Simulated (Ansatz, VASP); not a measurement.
# Ge in VASP and in Ansatz

Contents of POSCAR:

```
Ge
1.0
    1.3272915500     -2.4704902000      0.0000000000
    1.3272915500      2.4704902000      0.0000000000
    0.0000000000      0.0000000000      2.5633194500
Ge
1
Direct
    0.5000000000      0.5000000000      0.0000000000
```

Contents of INCAR.step1:

```
PREC = Accurate
ENCUT = 550
ISMEAR = 0
SIGMA = 0.15
LREAL = F
LASPH = T
NELM = 120
NBANDS = 13
GGA = PE
ALGO = Normal
EDIFF = 1E-5
LWAVE = T
LCHARG = F
GGA_COMPAT = F
```

INCAR.step2

```
PREC = Accurate
ENCUT = 550
EDIFF = 1E-6
ISMEAR = 0
SIGMA = 0.15
LREAL = F
LASPH = T
NELM = 120
ALGO = Normal
ISIF = 2
LWAVE = F
LCHARG = T
METAGGA = R2SCAN
LMIXTAU = T
LELF = T
LVHAR = T
NBANDS = 13
ISTART = 1
GGA_COMPAT = F
```

File KPOINTS:

```
regular mesh
0
Gamma
  20 20 18
```

Input for Ansatz:

```yaml
crystal:
  lattice:
    - [1.32729155, -2.4704902, 0.0]
    - [1.32729155, 2.4704902, 0.0]
    - [0.0, 0.0, 2.56331945]
  atoms:
    - { symbol: Ge, position: [0.5, 0.5, 0.0] }
basis:
  ecutwfc: 500
kpoints:
  mp_grid: { grid: [20, 20, 18] }
hamiltonian:
  xc: r2scan
scf:
  occupations: { method: gaussian, width: 0.15 }
output:
  forces: true
  stress: true
  eigenvalues: true
```

Change from the starting cell: strain -0.050 along x and y, -0.050 along z, atoms carried along.

Alike in both runs: task single point; functional r2SCAN; k mesh 20 × 20 × 18; occupations gaussian, width 0.15 eV; no spin polarisation.

|  | VASP | Ansatz |
| --- | --- | --- |
| version | VASP 6.6.1 | Ansatz 0.2.0 |
| potentials or method | VASP PAW PBE potentials, release 64 (Ge_d), cutoff 550 eV | scalar-relativistic, plane waves, PAW |
| valence electrons in the cell | 14 | 14 |

Ansatz gave:

```
gap on the k mesh at the Fermi level (eV)                     : none
pressure (GPa)                                                : 10.4
traceless stress, the component that is largest in VASP (GPa) : 2.23
```

Which values does VASP return?

gap on the k mesh at the Fermi level (eV): none; pressure (GPa): 10.3; traceless stress, the component that is largest in VASP (GPa): 2.20.

VASP's potentials were made for PBE, not for r2SCAN. A gap of «none» marks a metal or a gap that the smearing closes.
